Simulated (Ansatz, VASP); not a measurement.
**One calculation of Hg, two programs**

The input INCAR:

```
SYSTEM = Hg
PREC = Accurate
ENCUT = 520
EDIFF = 1E-6
ISMEAR = -1
SIGMA = 0.1
LREAL = .FALSE.
LASPH = .TRUE.
NELM = 80
ALGO = Normal
ISIF = 2
LWAVE = .FALSE.
LCHARG = .FALSE.
GGA = PS
NBANDS = 12
```

KPOINTS

```
Automatic mesh
0
G
  12 12 12
  0 0 0
```

File POSCAR:

```
Hg
1.0
    2.9062980426      0.0000000000      0.0000000000
    0.0000000000      2.9062980426      0.0000000000
    0.0000000000      0.0000000000      2.9062980426
Hg
1
Direct
    0.0000000000      0.0000000000      0.0000000000
```

Input for Ansatz:

```yaml
crystal:
  lattice:
    - [2.9062980426, 0.0, 0.0]
    - [0.0, 2.9062980426, 0.0]
    - [0.0, 0.0, 2.9062980426]
  atoms:
    - { symbol: Hg, position: [0.0, 0.0, 0.0] }
hamiltonian:
  xc: pbesol
  pseudopotentials:
    kind: paw
    azcp:
      Hg: "pseudopotentials/Hg.paw.azcp"
basis:
  ecutwfc: 420
  fft_grid_basis: typed
kpoints:
  mp_grid: { grid: [12, 12, 12], shift: [0, 0, 0] }
magnetization:
  spin_polarized: false
scf:
  occupations: { method: fermi_dirac, width: 0.1 }
  lower_state_search: "off"
output:
  stress: true
```

Alike in both runs: task single point; functional PBEsol; k mesh 12 × 12 × 12; occupations fermi-dirac, width 0.1 eV; no spin polarisation.

```csv
,VASP,Ansatz
version,VASP 6.6.1,Ansatz 0.2.0
potentials or method,"VASP PAW PBE potentials, release 64 (Hg), cutoff 520 eV","plane waves (420 eV) with PAW, scalar-relativistic"
valence electrons in the cell,12,20
```

|  | VASP | Ansatz | Ansatz less VASP |
| --- | --- | --- | --- |
| pressure (GPa) | 2.5 | 2.0 | -0.52 |

VASP's potentials were made for PBE, not for PBEsol, and Ansatz warns of the same on its side. With one functional, cell and mesh, what is left measures potentials, basis and numerics. VASP's potentials hold 12 valence electrons a cell and Ansatz's 20, so a difference there can come from the potentials and not from the codes.

Spin-orbit coupling is off throughout.
